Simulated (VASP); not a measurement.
# H4C in VASP: further runs, part 2 of 2

VASP 6.6.1.

**3. Relaxation of the atoms, PBE+D3(BJ)**

Contents of INCAR:

```
  ALGO = Normal
  EDIFF = 1E-7
  EDIFFG = -0.3
  ENCUT = 520
  GGA = PE
  GGA_COMPAT = F
  IBRION = 2
  ISIF = 2
  ISMEAR = -1
  IVDW = 12
  LASPH = T
  LCHARG = F
  LREAL = F
  LWAVE = F
  NELM = 120
  NELMIN = 4
  NSW = 35
  PREC = Accurate
  SIGMA = 0.02
```

Contents of KPOINTS:

```
k-points
0
Gamma
  1 1 1
```

Contents of POSCAR:

```
H4C
1.0
    7.8912360000      0.0000000000      0.0000000000
    0.0000000000      7.8912360000      0.0000000000
    0.0000000000      0.0000000000      7.8912360000
C H
6 24
Direct
    0.2387854000      0.3448524000      0.5434918000
    0.1712652000      0.7785443000      0.9560121000
    0.7969218000      0.9786541000      0.9238565000
    0.0787390000      0.3477595000      0.0443215000
    0.7955605000      0.6690918000      0.6683590000
    0.8740806000      0.9483920000      0.3739045000
    0.3250867000      0.4076272000      0.6311216000
    0.1875722000      0.2311719000      0.6028343000
    0.3070817000      0.3100400000      0.4286385000
    0.1354010000      0.4305706000      0.5113729000
    0.0455420000      0.7948106000      1.0107537000
    0.2206647000      0.6542389000      0.9902967000
    0.2556013000      0.8765570000      1.0044733000
    0.1632527000      0.7885706000      0.8185244000
    0.8723108000      1.0557008000      1.0101577000
    0.6906309000      0.9233139000      0.9924660000
    0.8754788000      0.8778311000      0.8715965000
    0.7492670000      1.0577706000      0.8212058000
    0.0366919000      0.2428057000     -0.0349521000
    0.1411830000      0.4426254000     -0.0342201000
    0.1674046000      0.3010459000      0.1393152000
   -0.0303234000      0.4045611000      0.1071429000
    0.7459287000      0.7964718000      0.6878162000
    0.7213418000      0.6051409000      0.5710480000
    0.7875495000      0.5980300000      0.7864844000
    0.9274222000      0.6767245000      0.6280873000
    0.7923021000      0.9000716000      0.2736799000
    0.8883421000      0.8522809000      0.4720210000
    0.8176919000      1.0619660000      0.4285748000
    0.9979863000      0.9792494000      0.3213425000
```

Potentials or basis: VASP PAW PBE potentials, release 64 (C, H).

The run is started by

```
$ cat potpaw_PBE.64/C/POTCAR potpaw_PBE.64/H/POTCAR > POTCAR
$ mpirun -np 1 vasp_gam > vasp.out
```

OUTCAR:

```text
EDIFF = 1E-7
   EDIFFG = -0.3
   ENCUT = 520
   GGA = PE
   IBRION = 2
   ISIF = 2
   ISMEAR = -1
   IVDW = 12
   LASPH = T
   LREAL = F
   NELM = 120
   NELMIN = 4
   NSW = 35
   PREC = Accurate
 IVDW          = 12

 ion  position               nearest neighbor table
   1  0.239  0.345  0.543-  10 1.09   9 1.09   7 1.09   8 1.09
   2  0.171  0.779  0.956-  13 1.09  11 1.09  12 1.09  14 1.09
   3  0.797  0.979  0.924-  16 1.09  18 1.09  17 1.09  15 1.09
   4  0.079  0.348  0.044-  21 1.09  22 1.09  19 1.09  20 1.09
   5  0.796  0.669  0.668-  23 1.09  24 1.09  25 1.09  26 1.09
   6  0.874  0.948  0.374-  27 1.09  30 1.09  29 1.09  28 1.09
   7  0.325  0.408  0.631-   1 1.09
   8  0.188  0.231  0.603-   1 1.09
   9  0.307  0.310  0.429-   1 1.09
  10  0.135  0.431  0.511-   1 1.09
  11  0.046  0.795  0.011-   2 1.09
  12  0.221  0.654  0.990-   2 1.09
[... 16 lines left out ...]
  29  0.818  0.062  0.429-   6 1.09
  30  0.998  0.979  0.321-   6 1.09

  LATTYP: Found a simple cubic cell.
 ALAT       =     7.8912360000

  Lattice vectors:

 A1 = (   7.8912360000,   0.0000000000,   0.0000000000)
 A2 = (   0.0000000000,   7.8912360000,   0.0000000000)
 A3 = (   0.0000000000,   0.0000000000,   7.8912360000)

Analysis of symmetry for initial positions (statically):
=====================================================================
 Subroutine PRICEL returns:
 Original cell was already a primitive cell.

 Routine SETGRP: Setting up the symmetry group for a
[... 183 lines left out ...]
 conjugate gradient relaxation of ions
 non-spin polarized calculation
  energy-cutoff  :      520.00
  volume of cell :      491.40
 maximum number of plane-waves:      6603
 NGX is ok and might be reduce to    60
   NGX = 29   NGY = 29   NGZ = 29

--------------------------------------- Ionic step        1  -------------------------------------------

 number of electron      48.0000008 magnetization

 Free energy of the ion-electron system (eV)
  ---------------------------------------------------
  ext. energy  EPLUGINS =         0.00000000
  ---------------------------------------------------
  free energy    TOTEN  =      -143.65753182 eV

  energy without entropy =     -143.65753182  energy(sigma->0) =     -143.65753182

------------------------ aborting loop because EDIFF is reached ----------------------------------------

 Edisp (eV)   -0.65807

 E8    (eV) :    -0.1402
[... 195 lines left out ...]
--------------------------------------- Ionic step        4  -------------------------------------------

 number of electron      48.0000005 magnetization

 Free energy of the ion-electron system (eV)
  ---------------------------------------------------
  ext. energy  EPLUGINS =         0.00000000
  ---------------------------------------------------
  free energy    TOTEN  =      -143.70107729 eV

  energy without entropy =     -143.70107729  energy(sigma->0) =     -143.70107729

 E-fermi :  -6.3166     XC(G=0):  -4.6313

 val. band max:       -6.8431002673   @ k =   0.0000   0.0000   0.0000
 cond. band min:      -0.0221125638   @ k =   0.0000   0.0000   0.0000
 fundamental gap:      6.8209877035
 Fermi energy:        -6.3166137052

 k-point     1 :       0.0000    0.0000    0.0000
  band No.  band energies     occupation
      1     -15.8980      2.00000
      2     -15.5467      2.00000
      3     -15.4087      2.00000
      4     -15.2818      2.00000
      5     -15.2422      2.00000
      6     -15.2045      2.00000
[... 28 lines left out ...]
     35       3.4460      0.00000
     36       3.7265      0.00000
 [bands above 36 left out]

------------------------ aborting loop because EDIFF is reached ----------------------------------------

 Edisp (eV)   -0.65723

 E8    (eV) :    -0.1399
[... 53 lines left out ...]
  FREE ENERGIE OF THE ION-ELECTRON SYSTEM (eV)
  ---------------------------------------------------
  free  energy   TOTEN  =      -144.3583031766 eV

  energy  without entropy=     -144.3583031765  energy(sigma->0) =     -144.35830318

 reached required accuracy - stopping structural energy minimisation
```

OSZICAR:

```text
N       E                     dE             d eps       ncg     rms          rms(c)
DAV:   1     0.295032129738E+03    0.29503E+03   -0.19681E+04    80   0.953E+02
DAV:   2    -0.107662863151E+03   -0.40269E+03   -0.37334E+03   112   0.212E+02
DAV:   3    -0.161857796814E+03   -0.54195E+02   -0.53922E+02   104   0.832E+01
[... 42 lines left out ...]
DAV:   4    -0.143701076054E+03    0.76305E-05   -0.41083E-04    96   0.849E-02    0.360E-02
DAV:   5    -0.143701077411E+03   -0.13568E-05   -0.55805E-05   104   0.306E-02    0.797E-03
DAV:   6    -0.143701077049E+03    0.36218E-06   -0.50525E-06    96   0.101E-02    0.546E-03
DAV:   7    -0.143701077238E+03   -0.18927E-06   -0.13894E-06    96   0.586E-03    0.166E-03
DAV:   8    -0.143701077290E+03   -0.51573E-07   -0.47482E-07    96   0.285E-03
   4 F= -.14435830E+03 E0= -.14435830E+03  d E =-.210609E-01
```

It took 80 s on 1 thread of AMD EPYC 9R45 (Zen 5), shared host; peak memory 0.47 GiB.

What came out:

```yaml
Free_energy: -144.3583 eV
Energy_gained_by_relaxing: 1.4 meV/atom
Ionic_steps: 4
Pressure_after_relaxing: 0.3 GPa
Largest_force_after_relaxing: 0.275 eV/Å
Band_gap_on_the_k_mesh: 6.82 eV
Dispersion_energy_per_atom: -0.022 eV
```

Forces on the atoms (eV/Å):
```
C   -0.003  0.004  0.007
C    0.091  0.051 -0.042
C   -0.136  0.114  0.036
C   -0.036 -0.028  0.053
C    0.023 -0.142 -0.022
C    0.015  0.118 -0.064
H   -0.099 -0.073 -0.095
H    0.059  0.134 -0.067
H   -0.069  0.043  0.140
H    0.124 -0.107  0.036
H    0.183 -0.076  0.052
H    0.154  0.106  0.004
H    0.011  0.027 -0.032
H    0.036  0.001  0.144
H   -0.116  0.070  0.050
H   -0.002  0.078 -0.044
H   -0.046  0.171  0.055
H   -0.035  0.059  0.062
H    0.014  0.024  0.046
H   -0.054 -0.127  0.009
H   -0.079  0.007 -0.057
H    0.102 -0.063 -0.060
H   -0.057 -0.252 -0.094
H    0.046 -0.124  0.015
H   -0.064 -0.051 -0.056
H   -0.183 -0.138  0.113
H    0.051  0.049  0.033
H    0.060  0.106 -0.094
H    0.058 -0.035 -0.074
H   -0.049  0.053 -0.053
```

Step by step:
```csv
step,energy change (eV),largest force (eV/Å),pressure (GPa)
1,0.0000,0.3570,0.93
2,-0.0186,0.6862,0.36
3,-0.0216,0.4872,0.51
4,-0.0427,0.2748,0.26
```

Final structure:
```
C H
1.0
     7.89124    0.00000    0.00000
     0.00000    7.89124    0.00000
     0.00000    0.00000    7.89124
C H
6 24
Direct
  0.23885 0.34485 0.54355
  0.17266 0.77885 0.95633
  0.79609 0.98040 0.92445
  0.07870 0.34704 0.04437
  0.79445 0.66675 0.66832
  0.87449 0.94919 0.37306
  0.32604 0.40826 0.63211
  0.18699 0.23002 0.60348
  0.30785 0.30976 0.42755
  0.13429 0.43137 0.51098
  0.04651 0.79383 0.01195
  0.22232 0.65444 0.99075
  0.25671 0.87809 0.00492
  0.16331 0.78866 0.81751
  0.87217 0.05660 0.01138
  0.68945 0.92292 0.99282
  0.87489 0.87992 0.87241
  0.74851 0.05896 0.82019
  0.03652 0.24209 0.96423
  0.14094 0.44196 0.96492
  0.16803 0.30046 0.14038
  0.96889 0.40515 0.10764
  0.74483 0.79503 0.68663
  0.72055 0.60349 0.56924
  0.78726 0.59673 0.78820
  0.92810 0.67563 0.62881
  0.79182 0.89966 0.27313
  0.88890 0.85320 0.47112
  0.81731 0.06319 0.42903
  0.99931 0.97996 0.32027
```

Caveat: the k points lie up to 0.80 Å⁻¹ apart; the relaxation stopped at a loose force limit of 0.3 eV/Å, so its end isn't a converged minimum.
